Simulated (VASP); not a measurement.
Wanted: the native input for a VASP 6.6.1 run.

| Quantity | Value |
| --- | --- |
| Task | single point |
| Functional | PBE |
| Dispersion | D3(BJ) |
| Potentials or basis | VASP PAW PBE potentials, release 64 (W_sv, Si) |
| Cutoff | 520 eV |
| k mesh | 6 × 6 × 1 |
| Occupations | gaussian, width 0.1 eV |
| Spin | no spin polarisation |
| Dipole correction | yes |
| Further INCAR settings | ALGO = Normal; EDIFF = 1e-06; NBANDS = 53 |

The structure of SiW6 lies in POSCAR:

```
SiW6
1.0
    4.4682526324      0.0000000000      0.0000000000
   -2.2341263162      3.8696202902      0.0000000000
    0.0000000000      0.0000000000     21.7259061349
W Si
6 1
Direct
    0.6666666667      0.3333333333      0.1841119986
    0.3333333333      0.6666666667      0.2260931360
    0.0000000000      0.0000000000      0.2680742733
    0.6666666667      0.3333333333      0.3070897866
    0.3333333333      0.6666666667      0.3466976876
    0.0000000000      0.0000000000      0.3832248047
    0.2222222222      0.6666666667      0.5259116036
```

One way to write it, as run:

INCAR

```
ALGO     = Normal         # electronic algorithm
DIPOL    = 0.5 0.5 0.320
EDIFF    = 1E-6           # SCF threshold, eV
ENCUT    = 520            # plane-wave cutoff, eV
GGA      = PE             # functional
IDIPOL   = 3            
ISIF     = 2              # what is computed and relaxed
ISMEAR   = 0              # smearing method
IVDW     = 12             # dispersion correction
LASPH    = T              # aspherical terms in the spheres
LCHARG   = F              # write CHGCAR
LDIPOL   = T            
LREAL    = F              # projectors in reciprocal space
LWAVE    = F              # write WAVECAR
NBANDS   = 53             # bands
NELM     = 80             # most SCF steps
PREC     = Accurate       # precision mode
SIGMA    = 0.1            # smearing width, eV
```

KPOINTS

```
k-points
0
Gamma
  6 6 1
```

Potentials or basis: VASP PAW PBE potentials, release 64 (W_sv, Si).

Run with:

```sh
$ cat potpaw_PBE.64/W_sv/POTCAR potpaw_PBE.64/Si/POTCAR > POTCAR
$ mpirun -np 1 vasp_std > vasp.out
```

Results of the run:

```
Largest force              : 4.864 eV/Å
Band gap on the k mesh     : zero (band 44 reaches 0.42 eV, above the bottom of band 45 at 0.04 eV)
Dispersion energy per atom : -0.404 eV
```

Caveat: spin-orbit coupling is left out, which moves the levels of the heavy elements.

It took 12 min on 1 thread of AMD EPYC 9R45 96-Core Processor (Zen 5), with other jobs on the host, peak memory 0.65 GiB.
